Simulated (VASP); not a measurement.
# InAs3 (P4/mmm) in VASP: a series of runs

Runs on InAs3. Level: PBE. Tasks: single point, relaxation of cell and atoms.

Everything below comes from runs of VASP 6.6.1. Logs are shortened: lines on timing, memory, paths and dates and some standing lists are left out, and cuts for length are marked.

## Step 1: The cell of the first run

The structure is tetragonal, space group P4/mmm (No. 123). The conventional cell has a = 4.448 Å, b = 4.448 Å, c = 4.311 Å, α = 90.00°, β = 90.00°, γ = 90.00°. Within 4.1 Å of In (site symmetry 4/mmm) lie 12 As at 3.10 to 3.15 Å. Within 4.1 Å of As (site symmetry 4/mmm) lie 8 As at 3.10 Å and 4 In at 3.15 Å. Within 4.1 Å of As (site symmetry mmm) lie 4 In at 3.10 Å and 8 As at 3.10 to 3.15 Å.

The cell was generated, and may not be a known phase.

## Step 2: Single point, PBE

INCAR

```
  PREC = Accurate
  ENCUT = 520
  EDIFF = 1E-6
  ISMEAR = 0
  SIGMA = 0.1
  LREAL = F
  LASPH = T
  NELM = 80
  ALGO = Normal
  ISIF = 2
  LWAVE = F
  LCHARG = F
  GGA = PE
  NBANDS = 22
```

KPOINTS

```
Automatic mesh
0
Gamma
  4 4 4
```

POSCAR

```
InAs3
1.0
    4.4482223526      0.0000000000      0.0000000000
    0.0000000000      4.4482223526      0.0000000000
    0.0000000000      0.0000000000      4.3108067486
In As
1 3
Direct
    0.0000000000      0.0000000000      0.0000000000
    0.5000000000      0.5000000000      0.0000000000
    0.0000000000      0.5000000000      0.5000000000
    0.5000000000      0.0000000000      0.5000000000
```

Potentials or basis: VASP PAW PBE potentials, release 64 (In_d, As).

Started as:

```
> cat potpaw_PBE.64/In_d/POTCAR potpaw_PBE.64/As/POTCAR > POTCAR
> mpirun -np 1 vasp_std > vasp.out
```

OUTCAR:

```text
PREC = Accurate
   ENCUT = 520
   EDIFF = 1E-6
   ISMEAR = 0
   LREAL = F
   LASPH = T
   NELM = 80
   ISIF = 2
   GGA = PE

 ion  position               nearest neighbor table
   1  0.000  0.000  0.000-   3 3.10   4 3.10   3 3.10   4 3.10   3 3.10   3 3.10   4 3.10   4 3.10
                             2 3.15   2 3.15   2 3.15   2 3.15
   2  0.500  0.500  0.000-   1 3.15   1 3.15   1 3.15   1 3.15
   3  0.000  0.500  0.500-   1 3.10   1 3.10   1 3.10   1 3.10
   4  0.500  0.000  0.500-   1 3.10   1 3.10   1 3.10   1 3.10

  LATTYP: Found a simple tetragonal cell.
 ALAT       =     4.4482223526
 C/A-ratio  =     0.9691077484

  Lattice vectors:

 A1 = (   4.4482223526,   0.0000000000,   0.0000000000)
 A2 = (   0.0000000000,   4.4482223526,   0.0000000000)
 A3 = (   0.0000000000,   0.0000000000,   4.3108067486)

Analysis of symmetry for initial positions (statically):
=====================================================================
 Subroutine PRICEL returns:
 Original cell was already a primitive cell.

 Routine SETGRP: Setting up the symmetry group for a
 simple tetragonal supercell.

 Subroutine GETGRP returns: Found 16 space group operations
 (whereof 16 operations were pure point group operations)
 out of a pool of 16 trial point group operations.

The static configuration has the point symmetry D_4h.

Analysis of symmetry for dynamics (positions and initial velocities):
=====================================================================
 Subroutine PRICEL returns:
 Original cell was already a primitive cell.

 Routine SETGRP: Setting up the symmetry group for a
 simple tetragonal supercell.

 Subroutine GETGRP returns: Found 16 space group operations
 (whereof 16 operations were pure point group operations)
 out of a pool of 16 trial point group operations.

The dynamic configuration has the point symmetry D_4h.

 Subroutine INISYM returns: Found 16 space group operations
 (whereof 16 operations are pure point group operations),
 and found     1 'primitive' translations

----------------------------------------------------------------------------------------

                                     Primitive cell

  volume of cell :      85.2966

  direct lattice vectors                    reciprocal lattice vectors
     4.448222353  0.000000000  0.000000000     0.224808906  0.000000000  0.000000000
     0.000000000  4.448222353  0.000000000     0.000000000  0.224808906  0.000000000
     0.000000000  0.000000000  4.310806749     0.000000000  0.000000000  0.231975140

  length of vectors
     4.448222353  4.448222353  4.310806749     0.224808906  0.224808906  0.231975140

  position of ions in fractional coordinates (direct lattice)
     0.000000000  0.000000000  0.000000000
     0.500000000  0.500000000  0.000000000
     0.000000000  0.500000000  0.500000000
     0.500000000  0.000000000  0.500000000

  ion indices of the primitive-cell ions
   primitive index   ion index
                 1           1
                 2           2
                 3           3
                 4           4

----------------------------------------------------------------------------------------

 KPOINTS: Automatic mesh

Automatic generation of k-mesh.
 Grid dimensions read from file:
 generate k-points for:    4    4    4

 Generating k-lattice:

  Cartesian coordinates                     Fractional coordinates (reciprocal lattice)
     0.056202226  0.000000000  0.000000000     0.250000000  0.000000000  0.000000000
     0.000000000  0.056202226  0.000000000     0.000000000  0.250000000  0.000000000
     0.000000000  0.000000000  0.057993785     0.000000000  0.000000000  0.250000000

  Length of vectors
     0.056202226  0.056202226  0.057993785

  Shift w.r.t. Gamma in fractional coordinates (k-lattice)
     0.000000000  0.000000000  0.000000000

 Subroutine IBZKPT returns following result:
 ===========================================

 Found     18 irreducible k-points:

 Following reciprocal coordinates:
            Coordinates               Weight
  0.000000  0.000000  0.000000      1.000000
  0.250000  0.000000  0.000000      4.000000
  0.500000  0.000000  0.000000      2.000000
  0.250000  0.250000  0.000000      4.000000
  0.500000  0.250000  0.000000      4.000000
  0.500000  0.500000  0.000000      1.000000
[... 10 lines left out ...]
  0.500000  0.250000  0.500000      4.000000
  0.500000  0.500000  0.500000      1.000000
   k-points           NKPTS =     18   k-points in BZ     NKDIM =     18   number of bands    NBANDS=     22
   number of dos      NEDOS =    301   number of ions     NIONS =      4
   total plane-waves  NPLWV =  41472
   dimension x,y,z NGX =    36 NGY =   36 NGZ =   32
   dimension x,y,z NGXF=    72 NGYF=   72 NGZF=   64
   ions per type =               1   3
   NGX,Y,Z   is equivalent  to a cutoff of  13.45, 13.45, 12.34 a.u.
   NGXF,Y,Z  is equivalent  to a cutoff of  26.91, 26.91, 24.68 a.u.
 SYSTEM =  unknown system
   PREC   = accura    normal or accurate (medium, high low for compatibility)
   ISTART =      0    job   : 0-new  1-cont  2-samecut
   ICHARG =      2    charge: 1-file 2-atom 10-const
   ISPIN  =      1    spin polarized calculation?
   LNONCOLLINEAR =      F non collinear calculations
   LSORBIT =      F    spin-orbit coupling
   LASPH  =      T    aspherical Exc in radial PAW
   ENCUT  =  520.0 eV  38.22 Ry    6.18 a.u.   8.27  8.27  8.02*2*pi/ulx,y,z
   NELM   =     80;   NELMIN=  2; NELMDL= -5     # of ELM steps
   EDIFF  = 0.1E-05   stopping-criterion for ELM
   LREAL  =      F    real-space projection
   EDIFFG = 0.1E-04   stopping-criterion for IOM
   NSW    =      0    number of steps for IOM
   IBRION =     -1    ionic relax: 0-MD 1-quasi-New 2-CG
   NFREE  =      0    steps in history (QN), initial steepest desc. (CG)
   ISIF   =      2    stress and relaxation
   ISYM   =      2    0-nonsym 1-usesym 2-fastsym
   POTIM  = 0.5000    time-step for ionic-motion
   TEBEG  =    0.0;   TEEND  =   0.0 temperature during run
   PSTRESS=    0.0 pullay stress
   NELECT =      28.0000    total number of electrons
   NUPDOWN=      -1.0000    fix difference up-down
   EMIN   =  10.00;   EMAX   =-10.00  energy-range for DOS
   EFERMI =   0.00;   METHOD = LEGACY
   ISMEAR =     0;   SIGMA  =   0.10  broadening in eV -4-tet -1-fermi 0-gaus
   EFERMI_NEDOS =   21; number of points for ismear=-14 and -15
   IALGO  =     38    algorithm
   IMIX   =      4    mixing-type and parameters
     AMIX     =   0.40;   BMIX     =  1.00
     AMIX_MAG =   1.60;   BMIX_MAG =  1.00
  volume/ion in A,a.u.               =      21.32       143.90
  Fermi-wavevector in a.u.,A,eV,Ry     =   1.129320  2.134105 17.352374  1.275364
  Thomas-Fermi vector in A             =   2.266013
   LORBIT       =      0    0 simple, 1 ext, 2 COOP (PROOUT), +10 PAW based schemes
   GGA     = PE    functional components
   LHFCALC =     F    Hartree Fock is set to
   AEXX    =    0.0000 exact exchange contribution
   IVDW    =     0    specifies the selected vdW correction
   LEPSILON=     F    determine dielectric tensor
   LRPA    =     F    only Hartree local field effects (RPA)
 non-spin polarized calculation
 Gauss-broadening in eV      SIGMA  =   0.10
  energy-cutoff  :      520.00
  volume of cell :       85.30
 maximum number of plane-waves:      2314
 NGX is ok and might be reduce to    36
   NGX = 17   NGY = 17   NGZ = 17

 number of electron      27.9999999 magnetization

 Free energy of the ion-electron system (eV)
  ---------------------------------------------------
  ext. energy  EPLUGINS =         0.00000000
  ---------------------------------------------------
  free energy    TOTEN  =       -15.25506550 eV

  energy without entropy =      -15.24715216  energy(sigma->0) =      -15.25110883

 E-fermi :   6.1227     XC(G=0): -10.5096

 val. band max:        6.0940746779   @ k =   0.5000   0.2500   0.2500
 cond. band min:       6.7348145962   @ k =   0.0000   0.0000   0.0000
 fundamental gap:      0.6407399182
 Fermi energy:         6.1227365700

 k-point     1 :       0.0000    0.0000    0.0000
  band No.  band energies     occupation
      1      -8.0809      2.00000
      2      -8.0692      2.00000
      3      -8.0206      2.00000
      4      -8.0197      2.00000
      5      -8.0197      2.00000
      6      -7.3003      2.00000
[... 14 lines left out ...]
     21      12.5622      0.00000
     22      12.7951      0.00000

 k-point     2 :       0.2500    0.0000    0.0000
  band No.  band energies     occupation
      1      -8.0662      2.00000
      2      -8.0579      2.00000
      3      -8.0322      2.00000
      4      -8.0317      2.00000
      5      -8.0192      2.00000
      6      -6.8944      2.00000
[... 14 lines left out ...]
     21      12.7774      0.00000
     22      13.2320      0.00000

 k-point     3 :       0.5000    0.0000    0.0000
  band No.  band energies     occupation
      1      -8.0542      2.00000
      2      -8.0454      2.00000
      3      -8.0437      2.00000
      4      -8.0435      2.00000
      5      -8.0186      2.00000
      6      -6.0523      2.00000
[... 14 lines left out ...]
     21      11.7056      0.00000
     22      13.8629      0.00000
[... 326 lines left out ...]
 k-point    17 :       0.5000    0.2500    0.5000
  band No.  band energies     occupation
      1      -8.1317      2.00000
      2      -8.0864      2.00000
      3      -8.0747      2.00000
      4      -8.0152      2.00000
      5      -7.9866      2.00000
      6      -4.2017      2.00000
[... 14 lines left out ...]
     21      13.5646      0.00000
     22      15.7729      0.00000

 k-point    18 :       0.5000    0.5000    0.5000
  band No.  band energies     occupation
      1      -8.1242      2.00000
      2      -8.1242      2.00000
      3      -8.1075      2.00000
      4      -7.9959      2.00000
      5      -7.9832      2.00000
      6      -3.8782      2.00000
[... 14 lines left out ...]
     21      14.7671      0.00000
     22      15.6851      0.00000

------------------------ aborting loop because EDIFF is reached ----------------------------------------

  FORCE on cell =-STRESS in cart. coord.  units (eV):
  Direction    XX          YY          ZZ          XY          YZ          ZX
  --------------------------------------------------------------------------------------
  -------------------------------------------------------------------------------------
  Total        0.0217055      0.0217055      0.1058794      0.0000000     -0.0000000      0.0000000
  in kB        0.4077077      0.4077077      1.9887969      0.0000000     -0.0000000      0.0000000
  external PRESSURE =       0.9347374 kB  Pullay stress =       0.0000000 kB

 VOLUME and BASIS-vectors are now :
 -----------------------------------------------------------------------------
  energy-cutoff  :      520.00
  volume of cell :       85.30
      direct lattice vectors                 reciprocal lattice vectors
     4.448222353  0.000000000  0.000000000     0.224808906  0.000000000  0.000000000
     0.000000000  4.448222353  0.000000000     0.000000000  0.224808906  0.000000000
     0.000000000  0.000000000  4.310806749     0.000000000  0.000000000  0.231975140

 POSITION                                       TOTAL-FORCE (eV/Angst)
 -----------------------------------------------------------------------------------
      0.00000      0.00000      0.00000         0.000000      0.000000      0.000000
      2.22411      2.22411      0.00000         0.000000      0.000000      0.000000
      0.00000      2.22411      2.15540         0.000000      0.000000      0.000000
      2.22411      0.00000      2.15540         0.000000      0.000000      0.000000
 -----------------------------------------------------------------------------------
    total drift:                                0.000000      0.000000      0.000000

  FREE ENERGIE OF THE ION-ELECTRON SYSTEM (eV)
  ---------------------------------------------------
  free  energy   TOTEN  =       -15.2550655023 eV

  energy  without entropy=      -15.2471521639  energy(sigma->0) =      -15.25110883
```

It took 39 s on 1 thread of Intel Xeon 8259CL, shared host; peak memory 0.2 GiB.

Results:

* Free energy: -15.2551 eV
* Pressure: 0.1 GPa
* Band gap on the k mesh: zero (bands 14 and 15 overlap by 4.34 eV)

Stress tensor (GPa, compression positive):
```
0.04 0.00 0.00
0.00 0.04 0.00
0.00 0.00 0.20
```

Levels at points of the mesh, in eV from the Fermi level:
| k point | band 12 | band 13 | band 14 | band 15 | band 16 | band 17 |
| --- | --- | --- | --- | --- | --- | --- |
| (0.00, 0.00, 0.00) | -2.82 | 0.61 | 0.61 | 0.66 | 2.44 | 2.45 |
| (0.50, 0.00, 0.00) | -2.08 | -1.81 | -0.78 | -0.51 | 2.51 | 2.69 |
| (0.50, 0.50, 0.00) | -1.47 | -1.00 | -0.77 | -0.77 | 1.14 | 2.28 |
| (0.00, 0.00, 0.50) | -1.98 | -1.98 | -1.00 | -0.65 | 2.34 | 2.34 |
| (0.50, 0.00, 0.50) | -1.78 | -1.14 | -0.94 | -0.89 | 0.65 | 2.01 |
| (0.50, 0.50, 0.50) | -5.13 | -4.18 | 3.45 | 3.59 | 3.77 | 3.77 |

Caveat: the k points lie up to 0.36 Å⁻¹ apart, too coarse for converged energies and pressures of a metal; spin-orbit coupling is left out, which moves the levels of the heavy elements.

[end of part 1 of 2]

The gap in the log of VASP goes by the Fermi energy; the results here count the filled bands.